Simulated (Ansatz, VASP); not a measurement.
**One calculation of H4C, two programs**

File INCAR:

```
SYSTEM = H4C
PREC = Accurate ; ENCUT = 520
EDIFF = 1E-7 ; ISMEAR = -1
SIGMA = 0.05 ; LREAL = Auto
LASPH = .True. ; NELM = 80
ALGO = Normal ; ISIF = 2
LWAVE = .False. ; LCHARG = .False.
GGA = PE ; IVDW = 12
IBRION = 2 ; NSW = 35
EDIFFG = -0.3
```

The input KPOINTS:

```
regular mesh
0
Gamma
  1 1 1
  0 0 0
```

POSCAR

```
H4C
1.0
    7.9581140000      0.0000000000      0.0000000000
    0.0000000000      7.9581140000      0.0000000000
    0.0000000000      0.0000000000      7.9581140000
C H
8 32
Direct
    0.6918434000      0.7628243000      0.6870353000
    0.4445046000      0.4614096000      0.0607537000
    0.9691290000      0.1406966000      0.1351402000
    0.8319789000      0.1438829000      0.6303872000
    0.1587194000      0.3026367000      0.7541594000
    0.2399005000      0.8476939000      0.4041989000
    0.6030397000      0.4500558000      0.4375244000
    0.6882811000      0.9240386000      0.3247417000
    0.7962705000      0.8498279000      0.7035815000
    0.6828720000      0.6809586000      0.7964244000
    0.7128777000      0.6870668000      0.5749335000
    0.5753532000      0.8334437000      0.6732017000
    0.5555197000      0.5334218000      0.0255638000
    0.4357262000      0.4548550000      0.1972397000
    0.4540919000      0.3348010000      0.0095016000
    0.3326807000      0.5225607000      0.0107097000
    0.8940141000      0.1949787000      0.2359353000
    1.1021012000      0.1556892000      0.1641584000
    0.9406051000      0.2046167000      0.0174582000
    0.9397956000      0.0075020000      0.1230090000
    0.8716441000      0.2685538000      0.6707888000
    0.7715043000      0.0791589000      0.7348001000
    0.9412545000      0.0722616000      0.5894277000
    0.7435127000      0.1555573000      0.5265321000
    0.1337222000      0.3623853000      0.8747980000
    0.1342680000      0.1682610000      0.7638418000
    0.2896336000      0.3228243000      0.7194842000
    0.0772537000      0.3570763000      0.6585136000
    0.3320118000      0.9242889000      0.4705100000
    0.1847719000      0.7572649000      0.4909852000
    0.3013792000      0.7809291000      0.3016744000
    0.1414392000      0.9282928000      0.3536259000
    0.7086303000      0.4742269000      0.5212791000
    0.5074631000      0.5464257000      0.4555909000
    0.5497445000      0.3270898000      0.4655852000
    0.6463211000      0.4524810000      0.3076427000
    0.7436088000      0.9086610000      0.4490430000
    0.5779004000      0.8437773000      0.3136670000
    0.7799849000      0.8889542000      0.2293062000
    0.6516303000      1.0547622000      0.3069507000
```

Input for Ansatz:

```yaml
crystal:
  lattice:
    - [7.958114, 0.0, 0.0]
    - [0.0, 7.958114, 0.0]
    - [0.0, 0.0, 7.958114]
  atoms:
    - { symbol: C, position: [0.6918434, 0.7628243, 0.6870353] }
    - { symbol: H, position: [0.7962705, 0.8498279, 0.7035815] }
    - { symbol: H, position: [0.682872, 0.6809586, 0.7964244] }
    - { symbol: H, position: [0.7128777, 0.6870668, 0.5749335] }
    - { symbol: H, position: [0.5753532, 0.8334437, 0.6732017] }
    - { symbol: C, position: [0.4445046, 0.4614096, 0.0607537] }
    - { symbol: H, position: [0.5555197, 0.5334218, 0.0255638] }
    - { symbol: H, position: [0.4357262, 0.454855, 0.1972397] }
    - { symbol: H, position: [0.4540919, 0.334801, 0.0095016] }
    - { symbol: H, position: [0.3326807, 0.5225607, 0.0107097] }
    - { symbol: C, position: [0.969129, 0.1406966, 0.1351402] }
    - { symbol: H, position: [0.8940141, 0.1949787, 0.2359353] }
    - { symbol: H, position: [1.1021012, 0.1556892, 0.1641584] }
    - { symbol: H, position: [0.9406051, 0.2046167, 0.0174582] }
    - { symbol: H, position: [0.9397956, 0.007502, 0.123009] }
    - { symbol: C, position: [0.8319789, 0.1438829, 0.6303872] }
    - { symbol: H, position: [0.8716441, 0.2685538, 0.6707888] }
    - { symbol: H, position: [0.7715043, 0.0791589, 0.7348001] }
    - { symbol: H, position: [0.9412545, 0.0722616, 0.5894277] }
    - { symbol: H, position: [0.7435127, 0.1555573, 0.5265321] }
    - { symbol: C, position: [0.1587194, 0.3026367, 0.7541594] }
    - { symbol: H, position: [0.1337222, 0.3623853, 0.874798] }
    - { symbol: H, position: [0.134268, 0.168261, 0.7638418] }
    - { symbol: H, position: [0.2896336, 0.3228243, 0.7194842] }
    - { symbol: H, position: [0.0772537, 0.3570763, 0.6585136] }
    - { symbol: C, position: [0.2399005, 0.8476939, 0.4041989] }
    - { symbol: H, position: [0.3320118, 0.9242889, 0.47051] }
    - { symbol: H, position: [0.1847719, 0.7572649, 0.4909852] }
    - { symbol: H, position: [0.3013792, 0.7809291, 0.3016744] }
    - { symbol: H, position: [0.1414392, 0.9282928, 0.3536259] }
    - { symbol: C, position: [0.6030397, 0.4500558, 0.4375244] }
    - { symbol: H, position: [0.7086303, 0.4742269, 0.5212791] }
    - { symbol: H, position: [0.5074631, 0.5464257, 0.4555909] }
    - { symbol: H, position: [0.5497445, 0.3270898, 0.4655852] }
    - { symbol: H, position: [0.6463211, 0.452481, 0.3076427] }
    - { symbol: C, position: [0.6882811, 0.9240386, 0.3247417] }
    - { symbol: H, position: [0.7436088, 0.908661, 0.449043] }
    - { symbol: H, position: [0.5779004, 0.8437773, 0.313667] }
    - { symbol: H, position: [0.7799849, 0.8889542, 0.2293062] }
    - { symbol: H, position: [0.6516303, 1.0547622, 0.3069507] }
basis:
  ecutwfc: 420.0
kpoints:
  mp_grid: { grid: [1, 1, 1] }
hamiltonian:
  xc: pbe
  dispersion: d3bj
scf:
  occupations: { method: fermi_dirac, width: 0.05 }
  lower_state_search: "off"
relax:
  f_tol: 0.3
  max_steps: 15
  adjacent_minimum: "off"
output:
  write_density: true
  write_potential: true
  elf: true
  volumetric_format: npy
```

Alike in both runs: task relaxation of the atoms; functional PBE; dispersion D3(BJ); k mesh 1 × 1 × 1; occupations fermi-dirac, width 0.05 eV; no spin polarisation.

|  | VASP | Ansatz |
| --- | --- | --- |
| version | VASP 6.6.1 | Ansatz 0.2.0 |
| potentials or method | VASP PAW PBE potentials, release 64 (C, H), cutoff 520 eV | scalar-relativistic, plane waves, PAW |
| valence electrons in the cell | 64 | 64 |

```tsv
	VASP	Ansatz	Ansatz less VASP
gap on the k mesh at the Fermi level, each at its own relaxed structure (eV)	6.71	7.23	+0.518
```

Ansatz's warnings: xc potential rough in thin density.
